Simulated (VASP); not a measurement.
Crystal: CsCl.

```xyz
2
Lattice="4.1407 0.0000 0.0000 0.0000 4.1407 0.0000 0.0000 0.0000 4.1407" Properties=species:S:1:pos:R:3 pbc="T T T"
Cs    0.0000    0.0000    0.0000
Cl    2.0703    2.0703    2.0703
```

Base run:

| Item | Value |
| --- | --- |
| Program | VASP 6.6.1 |
| Functional | PBE |
| Potentials or basis | VASP PAW PBE potentials, release 64 (Cs_sv, Cl) |
| Cutoff | 500 eV |
| k mesh | 4 × 4 × 4 |
| Occupations | gaussian, width 0.01 eV |
| Spin | no spin polarisation |

Its results: band gap on the k mesh 5.20 eV, direct; pressure 0.8 GPa.

Problem. The run is repeated on the same cell with these changes: functional from PBE to HSE06; cutoff from 500 eV to 400 eV. What comes out?

Solution. Band gap on the k mesh 6.51 eV, direct; pressure 0.4 GPa.

HSE06 gives the wider gap, since exact exchange removes part of the self-interaction.

Caveats: spin-orbit coupling is left out, which moves the levels of the heavy elements; the PAW data sets were made with another functional, which shifts forces and pressure a little (some runs).

